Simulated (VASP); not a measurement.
## Li3P2: single point with PBE

Crystal: Li3P2.

```
Li P
1.0
     1.64764    0.95127    7.63766
    -1.64764    0.95127    7.63766
     0.00000   -1.90253    7.63766
Li P
3 2
Direct
  0.00000 0.00000 0.00000
  0.20950 0.20950 0.20950
  0.79050 0.79050 0.79050
  0.40000 0.40000 0.40000
  0.60000 0.60000 0.60000
```

- Program: VASP 6.6.1
- Task: single point
- Functional: PBE
- Potentials or basis: VASP PAW PBE potentials, release 64 (Li_sv, P)
- Cutoff: 520 eV
- k mesh: 6 × 6 × 6
- Occupations: gaussian, width 0.1 eV
- Spin: no spin polarisation
- Dipole correction: no
- Further INCAR settings: ALGO = Normal; EDIFF = 1e-06; NBANDS = 18

```
Largest force          : 0.733 eV/Å
Band gap on the k mesh : zero (an odd number of electrons rules out a gap without spin polarisation)
```

Forces in eV/Å, atoms in the order of the input:
```
Li   0.000  0.000  0.000
Li   0.000  0.000 -0.733
Li   0.000  0.000  0.733
P    0.000  0.000  0.337
P    0.000  0.000 -0.337
```

Levels at points of the mesh, in eV from the Fermi level:
| k point | band 5 | band 6 | band 7 | band 8 | band 9 | band 10 | band 11 | band 12 | band 13 | band 14 |
| --- | --- | --- | --- | --- | --- | --- | --- | --- | --- | --- |
| (0.00, 0.00, 0.00) | -10.59 | -4.05 | -0.76 | 0.91 | 2.20 | 2.20 | 2.31 | 2.31 | 7.57 | 7.78 |
| (0.50, 0.00, 0.00) | -8.65 | -4.34 | -4.14 | -1.89 | -0.46 | 0.09 | 0.65 | 2.71 | 3.45 | 5.98 |
| (0.50, 0.50, 0.00) | -8.74 | -4.31 | -4.10 | -1.30 | -1.30 | -0.01 | 0.80 | 2.35 | 4.92 | 5.39 |
| (0.50, 0.50, 0.50) | -10.66 | -3.14 | -2.68 | 2.15 | 2.15 | 2.37 | 2.37 | 2.62 | 7.52 | 7.52 |

Wall time 85 s on 1 thread of Intel(R) Xeon(R) 6975P-C (Granite Rapids), with other jobs on the host, peak memory 0.47 GiB.

Caveat: the k points lie up to 0.37 Å⁻¹ apart, too coarse for converged energies and pressures of a metal.
